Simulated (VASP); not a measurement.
Input of a VASP 6.6.1 run:

INCAR

```
ALGO = Normal ; EDIFF = 1E-6
ENCUT = 520 ; GGA = PS
ISIF = 2 ; ISMEAR = -1
IVDW = 13 ; LASPH = True
LCHARG = False ; LREAL = False
LWAVE = False ; NBANDS = 22
NELM = 100 ; PREC = Accurate
SIGMA = 0.05
```

Contents of KPOINTS:

```
k-points
0
Gamma
  4 4 4
```

Contents of POSCAR:

```
InSb3
1.0
    0.0000000000      3.7945550000      3.7945550000
    3.7945550000      0.0000000000      3.7945550000
    3.7945550000      3.7945550000      0.0000000000
In Sb
1 3
Direct
    0.0000000000      0.0000000000      0.0000000000
    0.2500000000      0.2500000000      0.2500000000
    0.7500000000      0.7500000000      0.7500000000
    0.5000000000      0.5000000000      0.5000000000
```

Potentials or basis: VASP PAW PBE potentials, release 64 (In_d, Sb).

The run is started by

```console
$ cat potpaw_PBE.64/In_d/POTCAR potpaw_PBE.64/Sb/POTCAR > POTCAR
$ mpirun -np 1 vasp_std > vasp.out
```

Predict the dispersion energy per atom.

-0.289 eV.

Estimate the band gap on the k mesh.

zero (band 14 reaches 8.98 eV, above the bottom of band 15 at 5.47 eV).

Predict the pressure.

-5.9 GPa.

Caveat: the PAW data sets were made with another functional, which shifts forces and pressure a little; spin-orbit coupling is left out, which moves the levels of the heavy elements; pairwise dispersion overbinds metals, which lowers pressure and volume.
